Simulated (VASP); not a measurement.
# SnSe (Pnma) in VASP: notebook

SnSe is run at these levels: PBEsol; tasks: relaxation of shape and atoms at fixed volume.

Everything below comes from runs of VASP 6.6.1. Logs are shortened: lines on timing, memory, paths and dates and some standing lists are left out, and cuts for length are marked.

**The experiment to reproduce.**

From “Linear dichroism of the optical properties of SnS and SnSe van der Waals crystals”, 2024, arxiv:2409.17412, for a bulk crystal of SnSe at 20 K: band gap 0.99 eV (indirect).

How close the calculation comes is told below.

**1. The cell of the first run**

Symmetry: Pnma, No. 62, orthorhombic system. Conventional cell: a = 11.277 Å, b = 4.098 Å, c = 4.301 Å, α = 90.00°, β = 90.00°, γ = 90.00°. Sn (site symmetry m) has 6 Se at 2.72 to 3.37 Å and 2 Sn at 3.45 Å within 3.6 Å. Se (site symmetry m) has 6 Sn at 2.72 to 3.37 Å within 3.6 Å.

**2. Relaxation of shape and atoms at fixed volume, PBEsol (24.85 Å³/atom)**

INCAR reads:

```
SYSTEM = SnSe
PREC = Accurate
ENCUT = 600
EDIFF = 1E-7
ISMEAR = 0
SIGMA = 0.03
LREAL = .False.
LASPH = .True.
NELM = 80
ALGO = Normal
ISIF = 4
LWAVE = .False.
LCHARG = .False.
GGA = PS
IBRION = 2
NSW = 40
EDIFFG = -0.01
KPAR = 2
```

KPOINTS reads:

```
Automatic mesh
0
Gamma
  4 8 8
  0 0 0
```

POSCAR reads:

```
SnSe                                    
1.0
   11.2767613320      0.0000000000      0.0000000000
    0.0000000000      4.0979158203     -0.0000000000
    0.0000000000     -0.0000000000      4.3014454784
  Sn              Se            
     4     4
Direct
     0.1178032792429183    0.2500000000000000    0.0930657259609785
     0.3821967207570816    0.7500000000000000    0.5930657259609787
     0.6178032792429181    0.2500000000000000    0.4069342740390215
     0.8821967207570819    0.7500000000000000    0.9069342740390213
     0.3574195364931457    0.2500000000000000    0.0221923746805660
     0.1425804635068542    0.7500000000000000    0.5221923746805663
     0.8574195364931456    0.2500000000000000    0.4778076253194340
     0.6425804635068544    0.7500000000000000    0.9778076253194337
```

Potentials or basis: VASP PAW PBE potentials, release 64 (Sn_d, Se).

Launch:

```
> cat potpaw_PBE.64/Sn_d/POTCAR potpaw_PBE.64/Se/POTCAR > POTCAR
> mpirun -np 2 vasp_std > vasp.out
```

OUTCAR:

```text
SYSTEM = SnSe
   PREC = Accurate
   ENCUT = 600
   EDIFF = 1E-7
   ISMEAR = 0
   LREAL = .False.
   LASPH = .True.
   NELM = 80
   ISIF = 4
   GGA = PS
   IBRION = 2
   NSW = 40
   EDIFFG = -0.01

 ion  position               nearest neighbor table
   1  0.118  0.250  0.093-   5 2.72   6 2.77   6 2.77   6 3.21   6 3.21   4 3.45   4 3.45
   2  0.382  0.750  0.593-   6 2.72   5 2.77   5 2.77   5 3.21   5 3.21   3 3.45   3 3.45
   3  0.618  0.250  0.407-   7 2.72   8 2.77   8 2.77   8 3.21   8 3.21   2 3.45   2 3.45
   4  0.882  0.750  0.907-   8 2.72   7 2.77   7 2.77   7 3.21   7 3.21   1 3.45   1 3.45
   5  0.357  0.250  0.022-   1 2.72   2 2.77   2 2.77   2 3.21   2 3.21
   6  0.143  0.750  0.522-   2 2.72   1 2.77   1 2.77   1 3.21   1 3.21
   7  0.857  0.250  0.478-   3 2.72   4 2.77   4 2.77   4 3.21   4 3.21
   8  0.643  0.750  0.978-   4 2.72   3 2.77   3 2.77   3 3.21   3 3.21

  LATTYP: Found a simple orthorhombic cell.
 ALAT       =     4.0979158203
 B/A-ratio  =     1.0496666274
 C/A-ratio  =     2.7518284480

  Lattice vectors:

 A1 = (   0.0000000000,   4.0979158203,   0.0000000000)
 A2 = (   0.0000000000,   0.0000000000,   4.3014454784)
 A3 = (  11.2767613320,   0.0000000000,   0.0000000000)

Analysis of symmetry for initial positions (statically):
=====================================================================
 Subroutine PRICEL returns:
 Original cell was already a primitive cell.

 Routine SETGRP: Setting up the symmetry group for a
 simple orthorhombic supercell.

 Subroutine GETGRP returns: Found  8 space group operations
 (whereof  2 operations were pure point group operations)
 out of a pool of  8 trial point group operations.

The static configuration has the point symmetry S_2 .
 The point group associated with its full space group is D_2h.

Analysis of symmetry for dynamics (positions and initial velocities):
=====================================================================
 Subroutine PRICEL returns:
 Original cell was already a primitive cell.

 Routine SETGRP: Setting up the symmetry group for a
 simple orthorhombic supercell.

 Subroutine GETGRP returns: Found  8 space group operations
 (whereof  2 operations were pure point group operations)
 out of a pool of  8 trial point group operations.

The dynamic configuration has the point symmetry S_2 .
 The point group associated with its full space group is D_2h.

 Subroutine INISYM returns: Found  8 space group operations
 (whereof  2 operations are pure point group operations),
 and found     1 'primitive' translations

----------------------------------------------------------------------------------------

                                     Primitive cell

  volume of cell :     198.7750

  direct lattice vectors                    reciprocal lattice vectors
    11.276761332  0.000000000  0.000000000     0.088677943  0.000000000  0.000000000
     0.000000000  4.097915820  0.000000000     0.000000000  0.244026487  0.000000000
     0.000000000  0.000000000  4.301445478     0.000000000  0.000000000  0.232479990

  length of vectors
    11.276761332  4.097915820  4.301445478     0.088677943  0.244026487  0.232479990

  position of ions in fractional coordinates (direct lattice)
     0.117803279  0.250000000  0.093065726
     0.382196721  0.750000000  0.593065726
     0.617803279  0.250000000  0.406934274
     0.882196721  0.750000000  0.906934274
     0.357419536  0.250000000  0.022192375
     0.142580464  0.750000000  0.522192375
     0.857419536  0.250000000  0.477807625
     0.642580464  0.750000000  0.977807625

  ion indices of the primitive-cell ions
   primitive index   ion index
                 1           1
                 2           2
                 3           3
                 4           4
                 5           5
                 6           6
                 7           7
                 8           8

----------------------------------------------------------------------------------------

 KPOINTS: Automatic mesh

Automatic generation of k-mesh.
 Grid dimensions read from file:
 generate k-points for:    4    8    8

 Generating k-lattice:

  Cartesian coordinates                     Fractional coordinates (reciprocal lattice)
     0.022169486  0.000000000  0.000000000     0.250000000  0.000000000  0.000000000
     0.000000000  0.030503311  0.000000000     0.000000000  0.125000000  0.000000000
     0.000000000  0.000000000  0.029059999     0.000000000  0.000000000  0.125000000

  Length of vectors
     0.022169486  0.030503311  0.029059999

  Shift w.r.t. Gamma in fractional coordinates (k-lattice)
     0.000000000  0.000000000  0.000000000

 Subroutine IBZKPT returns following result:
 ===========================================

 Found     75 irreducible k-points:

 Following reciprocal coordinates:
            Coordinates               Weight
  0.000000  0.000000  0.000000      1.000000
  0.250000  0.000000  0.000000      2.000000
  0.500000  0.000000  0.000000      1.000000
  0.000000  0.125000  0.000000      2.000000
  0.250000  0.125000  0.000000      4.000000
  0.500000  0.125000  0.000000      2.000000
[... 16 lines left out ...]
  0.250000  0.250000  0.125000      8.000000
  0.500000  0.250000  0.125000      4.000000
 [... further k-points ...]
   k-points           NKPTS =     75   k-points in BZ     NKDIM =     75   number of bands    NBANDS=     48
   number of dos      NEDOS =    301   number of ions     NIONS =      8
   total plane-waves  NPLWV = 116640
   dimension x,y,z NGX =    90 NGY =   36 NGZ =   36
   dimension x,y,z NGXF=   180 NGYF=   72 NGZF=   72
   ions per type =               4   4
   NGX,Y,Z   is equivalent  to a cutoff of  13.27, 14.60, 13.91 a.u.
   NGXF,Y,Z  is equivalent  to a cutoff of  26.54, 29.21, 27.83 a.u.
 SYSTEM =  SnSe
   PREC   = accura    normal or accurate (medium, high low for compatibility)
   ISTART =      0    job   : 0-new  1-cont  2-samecut
   ICHARG =      2    charge: 1-file 2-atom 10-const
   ISPIN  =      1    spin polarized calculation?
   LNONCOLLINEAR =      F non collinear calculations
   LSORBIT =      F    spin-orbit coupling
   LASPH  =      T    aspherical Exc in radial PAW
   ENCUT  =  600.0 eV  44.10 Ry    6.64 a.u.  22.52  8.18  8.59*2*pi/ulx,y,z
   NELM   =     80;   NELMIN=  2; NELMDL= -5     # of ELM steps
   EDIFF  = 0.1E-06   stopping-criterion for ELM
   LREAL  =      F    real-space projection
   EDIFFG = -.1E-01   stopping-criterion for IOM
   NSW    =     40    number of steps for IOM
   IBRION =      2    ionic relax: 0-MD 1-quasi-New 2-CG
   NFREE  =      1    steps in history (QN), initial steepest desc. (CG)
   ISIF   =      4    stress and relaxation
   ISYM   =      2    0-nonsym 1-usesym 2-fastsym
   POTIM  = 0.5000    time-step for ionic-motion
   TEBEG  =    0.0;   TEEND  =   0.0 temperature during run
   PSTRESS=    0.0 pullay stress
   NELECT =      80.0000    total number of electrons
   NUPDOWN=      -1.0000    fix difference up-down
   EMIN   =  10.00;   EMAX   =-10.00  energy-range for DOS
   EFERMI =   0.00;   METHOD = LEGACY
   ISMEAR =     0;   SIGMA  =   0.03  broadening in eV -4-tet -1-fermi 0-gaus
   EFERMI_NEDOS =   21; number of points for ismear=-14 and -15
   IALGO  =     38    algorithm
   IMIX   =      4    mixing-type and parameters
     AMIX     =   0.40;   BMIX     =  1.00
     AMIX_MAG =   1.60;   BMIX_MAG =  1.00
  volume/ion in A,a.u.               =      24.85       167.68
  Fermi-wavevector in a.u.,A,eV,Ry     =   1.208697  2.284107 19.877419  1.460949
  Thomas-Fermi vector in A             =   2.344297
   LORBIT       =      0    0 simple, 1 ext, 2 COOP (PROOUT), +10 PAW based schemes
   GGA     = PS    functional components
   LHFCALC =     F    Hartree Fock is set to
   AEXX    =    0.0000 exact exchange contribution
   IVDW    =     0    specifies the selected vdW correction
   LEPSILON=     F    determine dielectric tensor
   LRPA    =     F    only Hartree local field effects (RPA)
 conjugate gradient relaxation of ions
 non-spin polarized calculation
 Gauss-broadening in eV      SIGMA  =   0.03
  energy-cutoff  :      600.00
  volume of cell :      198.78
 maximum number of plane-waves:      6680
   NGX = 45   NGY = 17   NGZ = 17

--------------------------------------- Ionic step        1  -------------------------------------------

 number of electron      80.0000009 magnetization

 Free energy of the ion-electron system (eV)
  ---------------------------------------------------
  ext. energy  EPLUGINS =         0.00000000
  ---------------------------------------------------
  free energy    TOTEN  =       -35.87060288 eV

  energy without entropy =      -35.87060288  energy(sigma->0) =      -35.87060288

------------------------ aborting loop because EDIFF is reached ----------------------------------------

  FORCE on cell =-STRESS in cart. coord.  units (eV):
  Direction    XX          YY          ZZ          XY          YZ          ZX
  --------------------------------------------------------------------------------------
  -------------------------------------------------------------------------------------
  Total        3.1611168      3.1646422      3.0773614      0.0000000      0.0000000      0.0000000
  in kB       25.4794047     25.5078203     24.8043155      0.0000000      0.0000000      0.0000000
  external PRESSURE =      25.2638468 kB  Pullay stress =       0.0000000 kB
[... 107 lines left out ...]
  FREE ENERGIE OF THE ION-ELECTRON SYSTEM (eV)
  ---------------------------------------------------
  free  energy   TOTEN  =       -35.8883231380 eV

  energy  without entropy=      -35.8883231380  energy(sigma->0) =      -35.88832314

[... ionic steps 4 to 15 ...]

--------------------------------------- Ionic step       16  -------------------------------------------

 number of electron      80.0000013 magnetization

------------------------ aborting loop because EDIFF is reached ----------------------------------------
[... 79 lines left out ...]
--------------------------------------- Ionic step       18  -------------------------------------------

 number of electron      80.0000011 magnetization

 Free energy of the ion-electron system (eV)
  ---------------------------------------------------
  ext. energy  EPLUGINS =         0.00000000
  ---------------------------------------------------
  free energy    TOTEN  =       -35.89136328 eV

  energy without entropy =      -35.89136328  energy(sigma->0) =      -35.89136328

 E-fermi :   6.3546     XC(G=0): -10.2283

 val. band max:        6.2046458194   @ k =   0.0000   0.0000   0.3750
 cond. band min:       6.5037864947   @ k =   0.0000   0.0000   0.1250
 fundamental gap:      0.2991406752
 Fermi energy:         6.3545593497

 k-point     1 :       0.0000    0.0000    0.0000
  band No.  band energies     occupation
      1     -15.1776      2.00000
      2     -15.1618      2.00000
      3     -15.1580      2.00000
      4     -15.1547      2.00000
      5     -15.1547      2.00000
      6     -15.1510      2.00000
[... 1213 lines left out ...]
     47       9.4233      0.00000
     48       9.4233      0.00000

 [... further k-points ...]

------------------------ aborting loop because EDIFF is reached ----------------------------------------

  FORCE on cell =-STRESS in cart. coord.  units (eV):
  Direction    XX          YY          ZZ          XY          YZ          ZX
  --------------------------------------------------------------------------------------
  -------------------------------------------------------------------------------------
  Total        2.0758654      2.2097988      2.1456705      0.0000000      0.0000000      0.0000000
  in kB       16.7320024     17.8115399     17.2946497      0.0000000      0.0000000      0.0000000
  external PRESSURE =      17.2793973 kB  Pullay stress =       0.0000000 kB
[... 23 lines left out ...]
  FREE ENERGIE OF THE ION-ELECTRON SYSTEM (eV)
  ---------------------------------------------------
  free  energy   TOTEN  =       -35.8913632799 eV

  energy  without entropy=      -35.8913632799  energy(sigma->0) =      -35.89136328

 reached required accuracy - stopping structural energy minimisation
```

Wall time 48 min (2 MPI ranks of AMD EPYC 9R14 (Zen 4), shared host); peak memory 0.79 GiB.

What came out:

| Item | Value |
| --- | --- |
| Free energy | -35.8914 eV |
| Energy gained by relaxing | 2.6 meV/atom |
| Ionic steps | 18 |
| Pressure after relaxing | 1.7 GPa |
| Largest force after relaxing | 0.008 eV/Å |
| Band gap on the k mesh | 0.30 eV (least direct gap 0.68 eV) |

Forces in eV/Å, atoms in the order of the input:
```
Sn  -0.008  0.000 -0.002
Sn   0.008  0.000 -0.002
Sn  -0.008  0.000  0.002
Sn   0.008  0.000  0.002
Se   0.000  0.000 -0.002
Se   0.000  0.000 -0.002
Se   0.000  0.000  0.002
Se   0.000  0.000  0.002
```

The path:
```csv
step,energy change (eV),largest force (eV/Å),pressure (GPa)
1,0.0000,0.2236,2.53
2,-0.0116,0.1330,2.23
3,-0.0177,0.0360,1.82
4,-0.0187,0.0132,1.79
5,-0.0187,0.0148,1.79
6,-0.0190,0.0155,1.79
7,-0.0193,0.0183,1.80
8,-0.0190,0.0262,1.81
9,-0.0194,0.0201,1.80
10,-0.0196,0.0175,1.79
11,-0.0199,0.0132,1.74
12,-0.0200,0.0155,1.74
13,-0.0200,0.0207,1.74
14,-0.0202,0.0199,1.74
15,-0.0204,0.0184,1.75
16,-0.0206,0.0192,1.75
17,-0.0206,0.0149,1.71
18,-0.0208,0.0083,1.73
```

Final structure:
```
CELL_PARAMETERS angstrom
11.29185 0.00000 0.00000
0.00000 4.12203 0.00000
0.00000 0.00000 4.27057
ATOMIC_POSITIONS crystal
Sn 0.11711 0.25000 0.07938
Sn 0.38290 0.75000 0.57938
Sn 0.61711 0.25000 0.42062
Sn 0.88289 0.75000 0.92062
Se 0.35880 0.25000 0.02196
Se 0.14120 0.75000 0.52196
Se 0.85880 0.25000 0.47804
Se 0.64120 0.75000 0.97804
```

Levels at points of the mesh, in eV from the valence-band top:
```
           k point  band 36  band 37  band 38  band 39  band 40  band 41  band 42  band 43  band 44  band 45
(0.00, 0.00, 0.00)    -2.04    -1.79    -1.47    -0.86    -0.71     0.30     3.04     3.04     3.11     3.38
(0.50, 0.00, 0.00)    -2.40    -2.13    -2.13    -0.72    -0.72     2.51     2.51     2.72     2.72     3.78
(0.00, 0.50, 0.00)    -1.78    -1.13    -1.13    -0.58    -0.58     0.70     0.70     1.37     1.37     1.50
(0.50, 0.50, 0.00)    -2.21    -0.95    -0.95    -0.95    -0.95     1.34     1.34     1.34     1.34     1.85
(0.00, 0.00, 0.50)    -1.55    -0.87    -0.87    -0.34    -0.34     1.10     1.10     1.13     1.13     1.57
(0.50, 0.00, 0.50)    -1.83    -0.51    -0.51    -0.23    -0.23     0.99     0.99     1.17     1.17     1.49
(0.00, 0.50, 0.50)    -3.60    -2.56    -2.56    -1.76    -1.76     2.55     2.55     2.96     2.96     4.61
(0.50, 0.50, 0.50)    -4.27    -1.76    -1.76    -1.76    -1.76     2.23     2.23     2.23     2.23     5.07
```

Caveat: the PAW data sets were made with another functional, which shifts forces and pressure a little; spin-orbit coupling is left out, which moves the levels of the heavy elements.

(Part 1 of 2 ends here.)
